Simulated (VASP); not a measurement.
Set up this calculation in VASP 6.6.1, as the native input.

```
Task                   : single point
Functional             : PBE
Potentials or basis    : VASP PAW PBE potentials, release 64 (V_sv)
Cutoff                 : 520 eV
k mesh                 : 19 × 19 × 19
Occupations            : fermi-dirac, width 0.03 eV
Spin                   : collinear spin, ferromagnetic start
Starting moments       : [1.5] μB
Dipole correction      : no
Further INCAR settings : ALGO = Normal; EDIFF = 1e-06; NBANDS = 16
```

The structure of V lies in POSCAR:

```
V
1.0
   -1.5130000000      1.5130000000      1.4978700000
    1.5130000000     -1.5130000000      1.4978700000
    1.5130000000      1.5130000000     -1.4978700000
V
1
Direct
    0.0000000000      0.0000000000      0.0000000000
```

This cell differs from its parent crystal: zz strain of -1 %.

One way to write it, as run:

INCAR

```
ALGO     = Normal         # electronic algorithm
EDIFF    = 1E-6           # SCF threshold, eV
ENCUT    = 520            # plane-wave cutoff, eV
GGA      = PE             # functional
ISIF     = 2              # what is computed and relaxed
ISMEAR   = -1             # smearing method
ISPIN    = 2              # spin polarisation
LASPH    = T              # aspherical terms in the spheres
LCHARG   = F              # write CHGCAR
LMAXMIX  = 4              # l up to which the mixer works
LORBIT   = 11             # projections on sites
LREAL    = F              # projectors in reciprocal space
LWAVE    = F              # write WAVECAR
MAGMOM   = 1.5            # initial moments
NBANDS   = 16             # bands
NELM     = 150            # most SCF steps
PREC     = Accurate       # precision mode
SIGMA    = 0.03           # smearing width, eV
```

KPOINTS

```
k-points
0
Gamma
  19 19 19
```

Potentials or basis: VASP PAW PBE potentials, release 64 (V_sv).

Run with:

```bash
$ cat potpaw_PBE.64/V_sv/POTCAR > POTCAR
$ mpirun -np 1 vasp_std > vasp.out
```

It gave:

```yaml
Pressure: -3.2 GPa
Net_moment: 0.00 μB per cell
Valence_electrons_inside_the_program's_atomic_spheres: V 11.62
```

Caveat: the cell differs from its parent crystal (zz strain of -1 %).

Run time: 2 min on 1 thread of Intel Xeon 6975P-C, with other jobs on the host, peak memory 0.28 GiB.
